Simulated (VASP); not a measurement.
Wanted: the native input for a VASP 6.6.1 run.

* Task: single point
* Functional: PBE
* Potentials or basis: VASP PAW PBE potentials, release 64 (Ga_d, S)
* Cutoff: 520 eV
* k mesh: 6 × 6 × 8
* Occupations: gaussian, width 0.1 eV
* Spin: no spin polarisation
* Dipole correction: no
* Further INCAR settings: ALGO = Normal; EDIFF = 1e-07; NBANDS = 41

The structure of Ga2S lies in POSCAR:

```
Ga2S
1.0
    3.4272702537     -4.2795939879      0.0000000000
    3.4272702537      4.2795939879      0.0000000000
    0.0000000000      0.0000000000      4.8768948671
Ga S
4 2
Direct
    0.6032795810      0.3967204190      0.6858413394
    0.8967204190      0.1032795810      0.6858413394
    0.3967204190      0.6032795810      0.3141586606
    0.1032795810      0.8967204190      0.3141586606
    0.2500000000      0.2500000000      0.0000000000
    0.7500000000      0.7500000000      0.0000000000
```

The cell was generated, and may not be a known phase.

These files were run (other wordings do the same):

INCAR

```
SYSTEM = Ga2S
PREC = Accurate
ENCUT = 520
EDIFF = 1E-7
ISMEAR = 0
SIGMA = 0.1
LREAL = .False.
LASPH = .True.
NELM = 80
ALGO = Normal
ISIF = 2
LWAVE = .False.
LCHARG = .False.
GGA = PE
NBANDS = 41
```

KPOINTS

```
Automatic mesh
0
Gamma
  6 6 8
  0 0 0
```

Potentials or basis: VASP PAW PBE potentials, release 64 (Ga_d, S).

Command:

```sh
$ cat potpaw_PBE.64/Ga_d/POTCAR potpaw_PBE.64/S/POTCAR > POTCAR
$ mpirun -np 1 vasp_std > vasp.out
```

Results of the run:

```json
{
 "Pressure": "0.1 GPa",
 "Largest force": "0.008 eV/Å",
 "Band gap on the k mesh": "zero (bands 32 and 33 overlap by 0.99 eV)"
}
```

Run time: 4.1 min on 1 thread of AMD EPYC 9R45 96-Core Processor (Zen 5) (shared host), peak memory 0.39 GiB.
